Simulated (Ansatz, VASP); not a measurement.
One calculation of Cd, two programs

INCAR

```
PREC = Accurate
ENCUT = 520
EDIFF = 1E-6
ISMEAR = 0
SIGMA = 0.15
LREAL = F
LASPH = T
NELM = 60
ALGO = Normal
ISIF = 2
LWAVE = F
LCHARG = F
GGA = PE
NBANDS = 12
```

The input KPOINTS:

```
regular mesh
0
Gamma
  18 18 18
```

Contents of POSCAR:

```
Cd
1.0
    0.0000000000      2.3143393943      2.2541534960
    2.3143393943      0.0000000000      2.2541534960
    2.3143393943      2.3143393943      0.0000000000
Cd
1
Direct
    0.0000000000      0.0000000000      0.0000000000
```

Input for Ansatz:

```yaml
crystal:
  lattice:
    - [0.0, 2.3143393943, 2.254153496]
    - [2.3143393943, 0.0, 2.254153496]
    - [2.3143393943, 2.3143393943, 0.0]
  atoms:
    - { symbol: Cd, position: [0.0, 0.0, 0.0] }
basis:
  ecutwfc: 420
kpoints:
  mp_grid: { grid: [18, 18, 18] }
hamiltonian:
  xc: pbe
scf:
  occupations: { method: gaussian, width: 0.15 }
output:
  forces: true
  stress: true
  eigenvalues: true
  write_density: true
  write_potential: true
  elf: true
  volumetric_format: npy
```

Change from the starting cell: normal strain along x +0.0267, normal strain along y +0.0267.

Alike in both runs: task single point; functional PBE; k mesh 18 × 18 × 18; occupations gaussian, width 0.15 eV; no spin polarisation.

```csv
,VASP,Ansatz
version,VASP 6.6.1,Ansatz 0.2.0
potentials or method,"VASP PAW PBE potentials, release 64 (Cd), cutoff 520 eV","scalar-relativistic, plane waves, PAW"
valence electrons in the cell,12,20
```

VASP gave:

| Quantity | Value |
| --- | --- |
| gap on the k mesh at the Fermi level (eV) | none |
| pressure (GPa) | -1.8 |
| traceless stress, the component that is largest in VASP (GPa) | 0.38 |

Question: What did Ansatz give for the same quantities?

Answer: gap on the k mesh at the Fermi level (eV): none; pressure (GPa): -2.0; traceless stress, the component that is largest in VASP (GPa): 0.37.

A gap of «none» marks a metal or a gap that the smearing closes. VASP's potentials hold 12 valence electrons a cell and Ansatz's 20, so a difference there can come from the potentials and not from the codes.
